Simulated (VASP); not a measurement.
Set up this calculation in VASP 6.6.1, as the native input.

```
Task                   : single point
Functional             : PBE
Dispersion             : D3(BJ)
Potentials or basis    : VASP PAW PBE potentials, release 64 (Au)
Cutoff                 : 520 eV
k mesh                 : 18 × 18 × 18
Occupations            : gaussian, width 0.1 eV
Spin                   : no spin polarisation
Dipole correction      : no
Further INCAR settings : ALGO = Fast; EDIFF = 1e-07; NBANDS = 12
```

The structure of Au lies in POSCAR:

```
Au
1.0
    0.0000000000      2.0515964881      2.0515964881
    2.0515964881      0.0000000000      2.0515964881
    2.0515964881      2.0515964881      0.0000000000
Au
1
Direct
    0.0000000000      0.0000000000      0.0000000000
```

One way to write it, as run:

INCAR

```
SYSTEM = Au
PREC = Accurate
ENCUT = 520
EDIFF = 1E-7
ISMEAR = 0
SIGMA = 0.1
LREAL = .FALSE.
LASPH = .TRUE.
NELM = 80
ALGO = Fast
ISIF = 2
LWAVE = .FALSE.
LCHARG = .FALSE.
GGA = PE
IVDW = 12
NBANDS = 12
```

KPOINTS

```
regular mesh
0
G
  18 18 18
  0 0 0
```

Potentials or basis: VASP PAW PBE potentials, release 64 (Au).

Run with:

```sh
$ cat potpaw_PBE.64/Au/POTCAR > POTCAR
$ mpirun -np 1 vasp_std > vasp.out
```

It gave:

```yaml
Pressure: -0.2 GPa
Dispersion_energy_per_atom: -0.656 eV
```

Caveat: pairwise dispersion overbinds metals, which lowers pressure and volume.

Wall time 14 s on 1 thread of Intel(R) Xeon(R) 6975P-C (Granite Rapids), on a shared host, peak memory 0.17 GiB.
